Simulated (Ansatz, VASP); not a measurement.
# One calculation of Ti2SiSe2, two programs

```
CELL_PARAMETERS angstrom
4.09944 0.00000 0.00000
-2.04972 3.55022 0.00000
0.00000 0.00000 8.42261
ATOMIC_POSITIONS crystal
Ti 0.33333 0.66667 0.50000
Ti 0.66667 0.33333 0.50000
Si 0.00000 0.00000 0.00000
Se 0.00000 0.00000 0.68278
Se 0.00000 0.00000 0.31722
```

Alike in both runs: functional PBE; k mesh 12 × 12 × 6; occupations gaussian, width 0.1 eV; no spin polarisation.

Ansatz relaxed the structure, and its values are those at the end. VASP's run is a single point on that final structure, the one shown.

|  | VASP | Ansatz |
| --- | --- | --- |
| version | VASP 6.6.1 | Ansatz 0.2.0 |
| potentials or method | VASP PAW PBE potentials, release 64 (Ti_sv, Si, Se), cutoff 520 eV | scalar-relativistic, plane waves, PAW |
| valence electrons in the cell | 40 | 60 |

VASP gave:

| Item | Value |
| --- | --- |
| gap on the k mesh at the Fermi level (eV) | none |
| pressure (GPa) | 0.1 |

Problem. Which values does Ansatz return?

Solution. gap on the k mesh at the Fermi level (eV): none; pressure (GPa): 0.0.

A gap of «none» marks a metal or a gap that the smearing closes. VASP's potentials hold 40 valence electrons a cell and Ansatz's 60, so a difference there can come from the potentials and not from the codes.
